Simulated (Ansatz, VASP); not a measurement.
Si3Ge: VASP beside Ansatz

INCAR

```
SYSTEM = Si3Ge
PREC = Accurate
ENCUT = 500
EDIFF = 1E-7
ISMEAR = 0
SIGMA = 0.1
LREAL = .False.
LASPH = .True.
NELM = 120
ALGO = Normal
ISIF = 3
LWAVE = .False.
LCHARG = .False.
GGA = PE
IBRION = 2
NSW = 100
EDIFFG = -0.01
GGA_COMPAT = .False.
NELMIN = 4
```

KPOINTS

```
Automatic mesh
0
Gamma
  18 18 4
  0 0 0
```

POSCAR

```
Si3Ge
1.0
    2.6507902280      0.0000000000      0.0000000000
   -1.3253951140      2.2956516775      0.0000000000
    0.0000000000      0.0000000000     10.9146045709
Si Ge
3 1
Direct
    0.3333333333      0.6666666667      0.7621884393
    0.3333333333      0.6666666667      0.2378115607
    0.6666666667      0.3333333333      0.0000000000
    0.6666666667      0.3333333333      0.5000000000
```

Input for Ansatz:

```yaml
crystal:
  lattice:
    - [2.650790228, 0.0, 0.0]
    - [-1.325395114, 2.2956516775, 0.0]
    - [0.0, 0.0, 10.9146045709]
  atoms:
    - { symbol: Si, position: [0.3333333333, 0.6666666667, 0.7621884393] }
    - { symbol: Si, position: [0.3333333333, 0.6666666667, 0.2378115607] }
    - { symbol: Si, position: [0.6666666667, 0.3333333333, 0.0] }
    - { symbol: Ge, position: [0.6666666667, 0.3333333333, 0.5] }
basis:
  ecutwfc: 420
kpoints:
  mp_grid: { grid: [18, 18, 4] }
hamiltonian:
  xc: pbe
scf:
  occupations: { method: gaussian, width: 0.1 }
output:
  forces: true
  stress: true
  eigenvalues: true
relax:
  adjacent_minimum: "off"
  f_tol: 0.01
  max_steps: 80
  cell: { stress_tol: 0.05 }
```

Alike in both runs: task relaxation of cell and atoms; functional PBE; k mesh 18 × 18 × 4; occupations gaussian, width 0.1 eV; no spin polarisation.

|  | VASP | Ansatz |
| --- | --- | --- |
| version | VASP 6.6.1 | Ansatz 0.2.0 |
| potentials or method | VASP PAW PBE potentials, release 64 (Si, Ge_d), cutoff 500 eV | scalar-relativistic, plane waves, PAW |
| valence electrons in the cell | 26 | 26 |

```tsv
	VASP	Ansatz	Ansatz less VASP
gap on the k mesh at the Fermi level, each at its own relaxed structure (eV)	none	none	-
relaxed volume (Å³/atom)	15.82	15.82	-0.007
relaxed length of the cell vector where the two differ most in proportion (Å)	9.317	9.313	-0.0042
```

A gap of «none» marks a metal or a gap that the smearing closes.

Noted on VASP's run: too few bands were computed for a metal, which touches its energy and stress.
